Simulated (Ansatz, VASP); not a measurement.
**Two plane-wave programs on ZnS**

The input POSCAR:

```
ZnS
1.0
    3.8109987816      0.0000000000      0.0000000000
   -1.9054993908      3.3004217586      0.0000000000
    0.0000000000      0.0000000000      6.2340000000
Zn S
2 2
Direct
    0.3991834964      0.7148723317     -0.0360923965
    0.6666666667      0.3333333333      0.5000000000
    0.3333333333      0.6666666667      0.3850000000
    0.6666666667      0.3333333333      0.8850000000
```

INCAR.step1

```
ALGO = Normal
EDIFF = 1E-4
ENCUT = 520
GGA = PE
ISMEAR = 0
LASPH = True
LCHARG = False
LREAL = False
LWAVE = True
NBANDS = 26
NELM = 60
PREC = Accurate
SIGMA = 0.05
```

INCAR.step2

```
ALGO = Normal
EDIFF = 1E-6
ENCUT = 520
ISIF = 2
ISMEAR = 0
ISTART = 1
LASPH = True
LCHARG = False
LMIXTAU = True
LREAL = False
LWAVE = False
METAGGA = R2SCAN
NBANDS = 26
NELM = 60
PREC = Accurate
SIGMA = 0.05
```

KPOINTS

```
k-points
0
Gamma
  6 6 4
```

Input for Ansatz:

```yaml
crystal:
  lattice:
    - [3.8109987816, 0.0, 0.0]
    - [-1.9054993908, 3.3004217586, 0.0]
    - [0.0, 0.0, 6.234]
  atoms:
    - { symbol: Zn, position: [0.3991834964, 0.7148723317, -0.0360923965] }
    - { symbol: Zn, position: [0.6666666667, 0.3333333333, 0.5] }
    - { symbol: S, position: [0.3333333333, 0.6666666667, 0.385] }
    - { symbol: S, position: [0.6666666667, 0.3333333333, 0.885] }
basis:
  ecutwfc: 500
kpoints:
  mp_grid: { grid: [6, 6, 4] }
hamiltonian:
  xc: r2scan
scf:
  occupations: { method: gaussian, width: 0.05 }
output:
  forces: true
  stress: true
  eigenvalues: true
```

Alike in both runs: task single point; functional r2SCAN; k mesh 6 × 6 × 4; occupations gaussian, width 0.05 eV; no spin polarisation.

|  | VASP | Ansatz |
| --- | --- | --- |
| version | VASP 6.6.1 | Ansatz 0.2.0 |
| potentials or method | VASP PAW PBE potentials, release 64 (Zn, S), cutoff 520 eV | scalar-relativistic, plane waves, PAW |
| valence electrons in the cell | 36 | 36 |

```tsv
	VASP	Ansatz	Ansatz less VASP
gap on the k mesh at the Fermi level (eV)	2.66	2.66	-0.005
least direct gap on the mesh (eV)	2.66	2.66	-0.005
pressure (GPa)	2.5	2.3	-0.12
traceless stress, the component that is largest in VASP (GPa)	5.07	5.00	-0.071
rms of the force components (eV/Å)	0.899	0.890	-0.0090
```

VASP's potentials were made for PBE, not for r2SCAN. Atom by atom the forces differ by 0.010 eV/Å (rms over components). The functional is the same, so the differences come from potentials, cutoffs and numerics.
